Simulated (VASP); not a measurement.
## MgH2: single point with r2SCAN

Crystal: MgH2.

```xyz
3
Lattice="0.0000 2.3648 2.3648 2.3648 0.0000 2.3648 2.3648 2.3648 0.0000" Properties=species:S:1:pos:R:3 pbc="T T T"
Mg    0.0000    0.0000    0.0000
H     3.5472    3.5472    3.5472
H     1.1824    1.1824    1.1824
```

This cell differs from its parent crystal: functional r2SCAN, strained.

| Quantity | Value |
| --- | --- |
| Program | VASP 6.6.1 |
| Task | single point |
| Functional | r2SCAN |
| Potentials or basis | VASP PAW PBE potentials, release 64 (Mg, H) |
| Cutoff | 520 eV |
| k mesh | 16 × 16 × 16 |
| Occupations | gaussian, width 0.1 eV |
| Spin | no spin polarisation |
| Dipole correction | no |
| Further INCAR settings | ALGO = Normal; EDIFF = 1e-06; NBANDS = 9 |

| Property | Result |
| --- | --- |
| Pressure | -0.7 GPa |
| Band gap on the k mesh | zero (band 2 reaches 3.91 eV, above the bottom of band 3 at 2.98 eV) |

Levels at points of the mesh, in eV from the Fermi level:
```tsv
k point	band 1	band 2	band 3	band 4	band 5	band 6	band 7
(0.00, 0.00, 0.00)	-10.71	0.65	9.59	9.59	9.59	12.86	12.86
(0.50, 0.00, 0.00)	-6.26	-6.19	7.11	7.92	9.40	9.40	9.69
(0.50, 0.50, 0.00)	-6.35	-2.84	-0.28	4.93	4.93	8.71	18.01
```

It took 120 s on 1 thread of Intel Xeon 6975P-C (shared host), peak memory 0.19 GiB.

Caveat: the cell differs from its parent crystal (functional r2SCAN, strained); the PAW data sets were made with another functional, which shifts forces and pressure a little.
